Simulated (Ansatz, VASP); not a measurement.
**CdS in VASP and in Ansatz**

```
CELL_PARAMETERS angstrom
4.10870 0.00000 0.00000
-2.05435 3.55824 0.00000
0.00000 0.00000 6.67563
ATOMIC_POSITIONS crystal
Cd 0.33333 0.66667 0.99903
Cd 0.66667 0.33333 0.49903
S 0.33333 0.66667 0.37597
S 0.66667 0.33333 0.87597
```

Alike in both runs: functional r2SCAN; k mesh 12 × 12 × 4; occupations fermi-dirac, width 0.02 eV; no spin polarisation.

Ansatz relaxed the structure, and its values are those at the end. VASP's run is a single point on that final structure, the one shown.

|  | VASP | Ansatz |
| --- | --- | --- |
| version | VASP 6.6.1 | Ansatz 0.2.0 |
| potentials or method | VASP PAW PBE potentials, release 64 (Cd, S), cutoff 520 eV | PAW plane waves |
| valence electrons in the cell | 36 | 52 |

Ansatz gave:

```
gap on the k mesh at the Fermi level (eV) : 1.73
pressure (GPa)                            : 2.7
```

Task: What did VASP give for the same quantities?

Result: gap on the k mesh at the Fermi level (eV): 1.73; pressure (GPa): 3.0.

VASP's potentials were made for PBE, not for r2SCAN. VASP's potentials hold 36 valence electrons a cell and Ansatz's 52, so a difference there can come from the potentials and not from the codes. Ansatz's warnings: stress scf threshold loose.
